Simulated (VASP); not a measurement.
Wanted: the native input for a VASP 6.6.1 run.

- Task: single point
- Functional: r2SCAN
- Potentials or basis: VASP PAW PBE potentials, release 64 (Y_sv, Mg)
- Cutoff: 520 eV
- k mesh: 9 × 9 × 8
- Occupations: gaussian, width 0.1 eV
- Spin: no spin polarisation
- Dipole correction: no
- Further INCAR settings: ALGO = Normal; EDIFF = 1e-06; NBANDS = 20

Crystal: YMg5.

```
CELL_PARAMETERS angstrom
5.77552 0.00000 0.00000
-2.88776 5.00175 0.00000
0.00000 0.00000 5.08388
ATOMIC_POSITIONS crystal
Y 0.00000 0.00000 0.50000
Mg 0.00000 0.61698 0.00000
Mg 0.61698 0.00000 0.00000
Mg 0.38302 0.38302 0.00000
Mg 0.66667 0.33333 0.50000
Mg 0.33333 0.66667 0.50000
```

The input as run:

POSCAR

```
YMg5
1.0
    5.7755183899      0.0000000000      0.0000000000
   -2.8877591950      5.0017456457      0.0000000000
    0.0000000000      0.0000000000      5.0838820098
Y Mg
1 5
Direct
    0.0000000000      0.0000000000      0.5000000000
    0.0000000000      0.6169805523      0.0000000000
    0.6169805523      0.0000000000      0.0000000000
    0.3830194477      0.3830194477      0.0000000000
    0.6666666667      0.3333333333      0.5000000000
    0.3333333333      0.6666666667      0.5000000000
```

INCAR.step1

```
  ALGO = Normal
  EDIFF = 1E-4
  ENCUT = 520
  GGA = PE
  ISMEAR = 0
  LASPH = True
  LCHARG = False
  LREAL = False
  LWAVE = True
  NBANDS = 20
  NELM = 100
  PREC = Accurate
  SIGMA = 0.1
```

INCAR.step2

```
  ALGO = Normal
  EDIFF = 1E-6
  ENCUT = 520
  ISIF = 2
  ISMEAR = 0
  ISTART = 1
  LASPH = True
  LCHARG = False
  LMIXTAU = True
  LREAL = False
  LWAVE = False
  METAGGA = R2SCAN
  NBANDS = 20
  NELM = 100
  PREC = Accurate
  SIGMA = 0.1
```

KPOINTS

```
k-points
0
Gamma
  9 9 8
```

Potentials or basis: VASP PAW PBE potentials, release 64 (Y_sv, Mg).

Command:

```bash
$ cat potpaw_PBE.64/Y_sv/POTCAR potpaw_PBE.64/Mg/POTCAR > POTCAR
$ cp INCAR.step1 INCAR
$ mpirun -np 1 vasp_std > vasp.out
$ cp INCAR.step2 INCAR
$ mpirun -np 1 vasp_std > vasp.out
```

It gave:

- Pressure: -0.2 GPa
- Largest force: 0.008 eV/Å

Caveat: the PAW data sets were made with another functional, which shifts forces and pressure a little.

Run time: 9.6 min on 1 thread of Intel(R) Xeon(R) 6975P-C (Granite Rapids), on a shared host, peak memory 0.45 GiB.
